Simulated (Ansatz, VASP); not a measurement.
**Two plane-wave programs on Ru**

```
Ru
1.0
     1.55998    0.90065    3.73547
    -1.55998    0.90065    3.73547
     0.00000   -1.80131    3.73547
Ru
2
Direct
  0.05770 0.05770 0.05770
  0.94230 0.94230 0.94230
```

Alike in both runs: task relaxation of cell and atoms; functional PBE; k mesh 6 × 6 × 6; occupations gaussian, width 0.1 eV; no spin polarisation.

|  | VASP | Ansatz |
| --- | --- | --- |
| version | VASP 6.6.1 | Ansatz 0.2.0 |
| potentials or method | VASP PAW PBE potentials, release 64 (Ru_pv), cutoff 600 eV | scalar-relativistic, plane waves, PAW |
| valence electrons in the cell | 28 | 32 |

```csv
,VASP,Ansatz,Ansatz less VASP
"gap on the k mesh at the Fermi level, each at its own relaxed structure (eV)",none,none,-
relaxed volume (Å³/atom),13.85,14.63,+0.778
relaxed cell length with the largest relative difference (Å),4.647,4.859,+0.2117
```

A gap of «none» marks a metal or a gap that the smearing closes. One of these differences is far larger than is usual between the two programs; its cause wasn't traced. VASP's potentials hold 28 valence electrons a cell and Ansatz's 32, so a difference there can come from the potentials and not from the codes.

The k mesh is coarse, so the values compare programs but aren't converged. Noted on VASP's run: too few bands were computed for a metal, which touches its energy and stress.
